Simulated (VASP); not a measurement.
# Li in VASP: notebook, part 2 of 2

VASP 6.6.1. Earlier steps stand in the parts before.

## (4) Single point, r2SCAN (strain +0.000 along x and y, +0.050 along z)

The input, POSCAR:

```
Li
1.0
    0.0000000000      2.2020000000      2.3121000000
    2.2020000000      0.0000000000      2.3121000000
    2.2020000000      2.2020000000      0.0000000000
Li
1
Direct
    0.0000000000      0.0000000000      0.0000000000
```

The input, INCAR.step1:

```
SYSTEM = Li
PREC     = Accurate       ! precision mode
ENCUT    = 830            ! plane-wave cutoff, eV
ISMEAR   = 0              ! smearing method
SIGMA    = 0.15           ! smearing width, eV
LREAL    = .FALSE.        ! projectors in reciprocal space
LASPH    = .TRUE.         ! aspherical terms in the spheres
NELM     = 120            ! most SCF steps
NBANDS   = 8              ! bands
GGA      = PE             ! functional
ALGO     = Normal         ! electronic algorithm
EDIFF    = 1E-5           ! SCF threshold, eV
LWAVE    = .TRUE.         ! write WAVECAR
LCHARG   = .FALSE.        ! write CHGCAR
GGA_COMPAT= .FALSE.
```

The input, INCAR.step2:

```
SYSTEM = Li
PREC     = Accurate       ! precision mode
ENCUT    = 830            ! plane-wave cutoff, eV
EDIFF    = 1E-6           ! SCF threshold, eV
ISMEAR   = 0              ! smearing method
SIGMA    = 0.15           ! smearing width, eV
LREAL    = .FALSE.        ! projectors in reciprocal space
LASPH    = .TRUE.         ! aspherical terms in the spheres
NELM     = 120            ! most SCF steps
ALGO     = Normal         ! electronic algorithm
ISIF     = 2              ! what is computed and relaxed
LWAVE    = .FALSE.        ! write WAVECAR
LCHARG   = .FALSE.        ! write CHGCAR
METAGGA  = R2SCAN         ! meta-GGA
LMIXTAU  = .TRUE.       
NBANDS   = 8              ! bands
ISTART   = 1            
GGA_COMPAT= .FALSE.
```

The input, KPOINTS:

```
regular mesh
0
G
  18 18 18
  0 0 0
```

Potentials or basis: VASP PAW PBE potentials, release 64 (Li_sv).

The run is started by

```
$ cat potpaw_PBE.64/Li_sv/POTCAR > POTCAR
$ cp INCAR.step1 INCAR
$ mpirun -np 1 vasp_std > vasp.out
$ cp INCAR.step2 INCAR
$ mpirun -np 1 vasp_std > vasp.out
```

OUTCAR:

```text
SYSTEM = Li
   PREC = Accurate
   ENCUT = 830
   EDIFF = 1E-6
   ISMEAR = 0
   LREAL = .FALSE.
   LASPH = .TRUE.
   NELM = 120
   ISIF = 2
   METAGGA = R2SCAN
   ISTART = 1

 ion  position               nearest neighbor table
   1  0.000  0.000  0.000-

  LATTYP: Found a body centered tetragonal cell.
 ALAT       =     3.1140982643
 C/A-ratio  =     1.4849242405

  Lattice vectors:

 A1 = (  -2.2020000000,   0.0000000000,   2.3121000000)
 A2 = (   2.2020000000,   0.0000000000,   2.3121000000)
 A3 = (   0.0000000000,   2.2020000000,  -2.3121000000)

Analysis of symmetry for initial positions (statically):
=====================================================================
 Subroutine PRICEL returns:
 Original cell was already a primitive cell.

 Routine SETGRP: Setting up the symmetry group for a
 body centered tetragonal supercell.

 Subroutine GETGRP returns: Found 16 space group operations
 (whereof 16 operations were pure point group operations)
 out of a pool of 16 trial point group operations.

The static configuration has the point symmetry D_4h.

Analysis of symmetry for dynamics (positions and initial velocities):
[... 161 lines left out ...]
 fundamental gap:      0.0255397808
 Fermi energy:         0.3902769094

 k-point     1 :       0.0000    0.0000    0.0000
  band No.  band energies     occupation
      1     -47.9414      2.00000
      2      -3.3209      2.00000
      3      15.3115      0.00000
      4      15.3115      0.00000
      5      15.3579      0.00000
      6      18.4539      0.00000
      7      18.6539      0.00000
      8      18.6539      0.00000
[... 243 lines left out ...]
 k-point    24 :      -0.2222    0.0556    0.0000
  band No.  band energies     occupation
      1     -47.9350      2.00000
      2      -2.1695      2.00000
      3       8.7281      0.00000
      4      12.6092      0.00000
      5      14.9193      0.00000
      6      18.3251      0.00000
      7      19.2857      0.00000
      8      19.9554      0.00000

 [... further k-points ...]

------------------------ aborting loop because EDIFF is reached ----------------------------------------

  FORCE on cell =-STRESS in cart. coord.  units (eV):
  Direction    XX          YY          ZZ          XY          YZ          ZX
  --------------------------------------------------------------------------------------
  -------------------------------------------------------------------------------------
  Total       -0.1086494     -0.1086494     -0.1624935      0.0000000     -0.0000000     -0.0000000
  in kB       -7.7636643     -7.7636643    -11.6111522      0.0000000     -0.0000000     -0.0000000
  external PRESSURE =      -9.0461603 kB  Pullay stress =       0.0000000 kB

 VOLUME and BASIS-vectors are now :
 -----------------------------------------------------------------------------
  energy-cutoff  :      830.00
  volume of cell :       22.42
      direct lattice vectors                 reciprocal lattice vectors
     0.000000000  2.202000000  2.312100000    -0.227066303  0.227066303  0.216253622
     2.202000000  0.000000000  2.312100000     0.227066303 -0.227066303  0.216253622
     2.202000000  2.202000000  0.000000000     0.227066303  0.227066303 -0.216253622

 POSITION                                       TOTAL-FORCE (eV/Angst)
 -----------------------------------------------------------------------------------
      0.00000      0.00000      0.00000         0.000000     -0.000000      0.000000
 -----------------------------------------------------------------------------------
    total drift:                               -0.000000     -0.000000     -0.000000

  FREE ENERGIE OF THE ION-ELECTRON SYSTEM (eV)
  ---------------------------------------------------
  free  energy   TOTEN  =        -2.3847543744 eV

  energy  without entropy=       -2.3801921242  energy(sigma->0) =       -2.38247325
```

OUTCAR.step1:

```text
SYSTEM = Li
   PREC = Accurate
   ENCUT = 830
   ISMEAR = 0
   LREAL = .FALSE.
   LASPH = .TRUE.
   NELM = 120
[... 481 lines left out ...]
 -----------------------------------------------------------------------------------
      0.00000      0.00000      0.00000        -0.000000     -0.000000      0.000000
 -----------------------------------------------------------------------------------
    total drift:                               -0.000000     -0.000000     -0.000000

  FREE ENERGIE OF THE ION-ELECTRON SYSTEM (eV)
  ---------------------------------------------------
  free  energy   TOTEN  =        -1.9006447423 eV

  energy  without entropy=       -1.8956453795  energy(sigma->0) =       -1.89814506
```

OSZICAR.step1:

```text
N       E                     dE             d eps       ncg     rms          rms(c)
DAV:   1     0.473669638603E+00    0.47367E+00   -0.90471E+02  7680   0.342E+02
DAV:   2    -0.182847690120E+01   -0.23021E+01   -0.22354E+01 10816   0.402E+01
DAV:   3    -0.190135854910E+01   -0.72882E-01   -0.72826E-01  9048   0.527E+00
DAV:   4    -0.190245082106E+01   -0.10923E-02   -0.10922E-02 11744   0.613E-01
DAV:   5    -0.190245546248E+01   -0.46414E-05   -0.46414E-05  9640   0.313E-02    0.306E-01
DAV:   6    -0.190126646041E+01    0.11890E-02   -0.25139E-04 12936   0.680E-02    0.174E-01
DAV:   7    -0.190064682228E+01    0.61964E-03   -0.57786E-04 11992   0.104E-01    0.244E-02
DAV:   8    -0.190064474230E+01    0.20800E-05   -0.77546E-06  9072   0.255E-02
   1 F= -.19006447E+01 E0= -.18981451E+01  d E =-.499936E-02
```

Wall time 24 min (1 thread of Oxide Virtual Turin-like, shared host); peak memory 0.23 GiB.

What came out:

* Free energy: -2.3848 eV
* Pressure: -0.9 GPa
* Band gap on the k mesh: zero (an odd number of electrons rules out a gap without spin polarisation)

Caveat: the cell differs from its parent crystal (strain +0.000 along x and y, +0.050 along z); the PAW data sets were made with another functional, which shifts forces and pressure a little.

## (5) The runs side by side

| cell | gap on the mesh (eV) | pressure (GPa) |
| --- | --- | --- |
| a = 2.958 Å, angles 60.0°, 1 atom | none | 2.0 |
| a = 3.037, b = 3.037, c = 2.958 Å, angles 60.9, 60.9, 58.3°, 1 atom | none | 1.0 |
| a = 3.193, b = 3.193, c = 3.114 Å, angles 60.8, 60.8, 58.4°, 1 atom | none | -0.9 |

Alike in all rows: task single point; level r2SCAN; potentials or basis VASP PAW PBE potentials, release 64 (Li_sv); no spin polarisation; k mesh 18 × 18 × 18; cutoff (eV) 830; smearing gaussian 0.15 eV.

Caveats: the PAW data sets were made with another functional, which shifts forces and pressure a little.

Absolute energies hang on the potentials; compare differences alone.

The gap in the log of VASP goes by the Fermi energy; the results here count the filled bands.